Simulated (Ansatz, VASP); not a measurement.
Fe3PdC in VASP and in Ansatz

Contents of INCAR:

```
ALGO     = Normal         # electronic algorithm
EDIFF    = 1E-7           # SCF threshold, eV
EDIFFG   = -0.01          # ionic threshold
ENCUT    = 600            # plane-wave cutoff, eV
GGA      = PE             # functional
GGA_COMPAT= False        
IBRION   = 2              # ionic algorithm
ISIF     = 3              # what is computed and relaxed
ISMEAR   = 0              # smearing method
LASPH    = True           # aspherical terms in the spheres
LCHARG   = False          # write CHGCAR
LREAL    = False          # projectors in reciprocal space
LWAVE    = False          # write WAVECAR
NELM     = 120            # most SCF steps
NELMIN   = 4            
NSW      = 80             # ionic steps
PREC     = Accurate       # precision mode
SIGMA    = 0.1            # smearing width, eV
```

The input KPOINTS:

```
k-points
0
Gamma
  10 10 10
```

Contents of POSCAR:

```
Fe3PdC
1.0
    3.8552527270      0.0000000000      0.0000000000
    0.0000000000      3.8552527270      0.0000000000
    0.0000000000      0.0000000000      3.8552527270
Pd C Fe
1 1 3
Direct
    0.0000000000      0.0000000000      0.0000000000
    0.5000000000      0.5000000000      0.5000000000
    0.5000000000      0.5000000000      0.0000000000
    0.5000000000      0.0000000000      0.5000000000
    0.0000000000      0.5000000000      0.5000000000
```

Input for Ansatz:

```yaml
crystal:
  lattice:
    - [3.855252727, 0.0, 0.0]
    - [0.0, 3.855252727, 0.0]
    - [0.0, 0.0, 3.855252727]
  atoms:
    - { symbol: Pd, position: [0.0, 0.0, 0.0] }
    - { symbol: C, position: [0.5, 0.5, 0.5] }
    - { symbol: Fe, position: [0.5, 0.5, 0.0] }
    - { symbol: Fe, position: [0.5, 0.0, 0.5] }
    - { symbol: Fe, position: [0.0, 0.5, 0.5] }
basis:
  ecutwfc: 420
kpoints:
  mp_grid: { grid: [10, 10, 10] }
hamiltonian:
  xc: pbe
scf:
  occupations: { method: gaussian, width: 0.1 }
  lower_state_search: "off"
output:
  forces: true
  stress: true
  eigenvalues: true
relax:
  adjacent_minimum: "off"
  f_tol: 0.01
  max_steps: 60
  cell: { stress_tol: 0.05 }
```

Alike in both runs: task relaxation of cell and atoms; functional PBE; k mesh 10 × 10 × 10; occupations gaussian, width 0.1 eV; no spin polarisation.

|  | VASP | Ansatz |
| --- | --- | --- |
| version | VASP 6.6.1 | Ansatz 0.2.0 |
| potentials or method | VASP PAW PBE potentials, release 64 (Pd, C, Fe), cutoff 600 eV | scalar-relativistic, plane waves, PAW |
| valence electrons in the cell | 38 | 70 |

```tsv
	VASP	Ansatz	Ansatz less VASP
gap on the k mesh at the Fermi level, each at its own relaxed structure (eV)	none	none	-
relaxed volume (Å³/atom)	10.69	10.67	-0.026
relaxed cell length with the largest relative difference (Å)	3.767	3.764	-0.0031
```

A gap of «none» marks a metal or a gap that the smearing closes. VASP's potentials hold 38 valence electrons a cell and Ansatz's 70, so a difference there can come from the potentials and not from the codes.
